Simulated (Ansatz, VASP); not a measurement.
## GaN in VASP and in Ansatz

```
Ga N
1.0
     3.15168    0.00000    0.00000
    -1.57584    2.72944    0.00000
     0.00000    0.00000    5.13831
Ga N
2 2
Direct
  0.33333 0.66667 0.99930
  0.66667 0.33333 0.49930
  0.33333 0.66667 0.37570
  0.66667 0.33333 0.87570
```

Alike in both runs: task single point; functional LDA; k mesh 12 × 12 × 6; occupations gaussian, width 0.05 eV; no spin polarisation.

|  | VASP | Ansatz |
| --- | --- | --- |
| version | VASP 6.6.1 | Ansatz 0.2.0 |
| potentials or method | VASP PAW LDA potentials, release 64 (Ga_d, N), cutoff 520 eV | scalar-relativistic, plane waves, PAW |
| valence electrons in the cell | 36 | 36 |

```tsv
	VASP	Ansatz	Ansatz less VASP
gap on the k mesh at the Fermi level (eV)	2.15	2.13	-0.013
least direct gap on the mesh (eV)	2.15	2.13	-0.013
pressure (GPa)	1.1	0.0	-1.11
```

LDA's correlation is that of Perdew and Zunger in VASP and of Perdew and Wang (1992) in Ansatz.
